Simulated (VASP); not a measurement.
BeTe: single point with PBE

BeTe:

```
CELL_PARAMETERS angstrom
0.00000 2.77000 2.77000
2.77000 0.00000 2.77000
2.77000 2.77000 0.00000
ATOMIC_POSITIONS crystal
Te 0.75000 0.75000 0.75000
Be 0.00000 0.00000 0.00000
```

| Quantity | Value |
| --- | --- |
| Program | VASP 6.6.1 |
| Task | single point |
| Functional | PBE |
| Potentials or basis | VASP PAW PBE potentials, release 64 (Te, Be) |
| Cutoff | 520 eV |
| k mesh | 6 × 6 × 6 |
| Occupations | fermi-dirac, width 0.05 eV |
| Spin | non-collinear spin, zero start, spin-orbit coupling |
| Starting moments | [[0.0, 0.0, 0.0], [0.0, 0.0, 0.0]] μB |

```
Pressure                                              : 4.5 GPa
Net moment                                            : 0.00 μB per cell
Valence electrons inside the program's atomic spheres : Te 3.54; Be 1.00
```

Moments on the atoms (μB; x, y, z):
```
Te  0.00 0.00 0.00
Be  0.00 0.00 0.00
```

Wall time 2.1 min on 1 thread of AMD EPYC 7R13, on a shared host, peak memory 0.25 GiB.
